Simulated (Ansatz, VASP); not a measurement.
This is a calculation of SiC for Ansatz 0.2.0.

The input input.yaml:

```yaml
crystal:
  lattice:
    - [3.076, 0.0, 0.0]
    - [-1.538, 2.663894142, 0.0]
    - [0.0, 0.0, 5.048]
  atoms:
    - { symbol: Si, position: [0.6666666667, 0.3333333333, 0.5] }
    - { symbol: Si, position: [0.3333333333, 0.6666666667, 0.0] }
    - { symbol: C, position: [0.6666666667, 0.3333333333, 0.885] }
    - { symbol: C, position: [0.3333333333, 0.6666666667, 0.385] }
hamiltonian:
  xc: pbesol
  pseudopotentials: { kind: paw }
  dispersion: d3bj
kpoints:
  mp_grid: { grid: [10, 10, 5] }
scf:
  occupations: { method: fermi_dirac, width: 0.05 }
output:
  forces: true
  stress: true
  eigenvalues: true
```

Potentials or basis: Ansatz PAW.

Run with:

```console
$ ansatz run input.yaml --threads 2 --pin off --max-ram 5120MiB --backend cpu --events-out ev --progress --plain --runs-dir out
```

Task: Translate it to VASP 6.6.1. Potentials there: VASP PAW PBE potentials, release 64 (Si, C).

Result: As run (the cutoff follows the program's own potentials):

File INCAR:

```
PREC = Accurate
ENCUT = 520
EDIFF = 1E-6
ISMEAR = -1
SIGMA = 0.05
LREAL = F
LASPH = T
NELM = 60
ALGO = Normal
ISIF = 2
LWAVE = F
LCHARG = F
GGA = PS
IVDW = 12
NBANDS = 16
```

KPOINTS

```
Automatic mesh
0
Gamma
  10 10 5
```

File POSCAR:

```
SiC
1.0
    3.0760000000      0.0000000000      0.0000000000
   -1.5380000000      2.6638941420      0.0000000000
    0.0000000000      0.0000000000      5.0480000000
Si C
2 2
Direct
    0.6666666667      0.3333333333      0.5000000000
    0.3333333333      0.6666666667      0.0000000000
    0.6666666667      0.3333333333      0.8850000000
    0.3333333333      0.6666666667      0.3850000000
```

Potentials or basis: VASP PAW PBE potentials, release 64 (Si, C).

Run with:

```bash
$ cat potpaw_PBE.64/Si/POTCAR potpaw_PBE.64/C/POTCAR > POTCAR
$ mpirun -np 1 vasp_std > vasp.out
```

Both were run:

|  | VASP | Ansatz | Ansatz less VASP |
| --- | --- | --- | --- |
| gap on the k mesh at the Fermi level (eV) | 2.32 | 2.33 | +0.009 |
| least direct gap on the mesh (eV) | 3.96 | 3.96 | +0.008 |
| pressure (GPa) | -3.2 | -3.5 | -0.35 |
| traceless stress, the component that is largest in VASP (GPa) | -3.30 | -3.25 | +0.049 |
| rms of the force components (eV/Å) | 0.433 | 0.431 | -0.0023 |

VASP's potentials were made for PBE, not for PBEsol. Atom by atom the forces differ by 0.002 eV/Å (rms over components).

Noted on Ansatz's run: odd divisions of the mesh miss points on the zone boundary, where band edges often lie, so the gap on the mesh can be too wide.
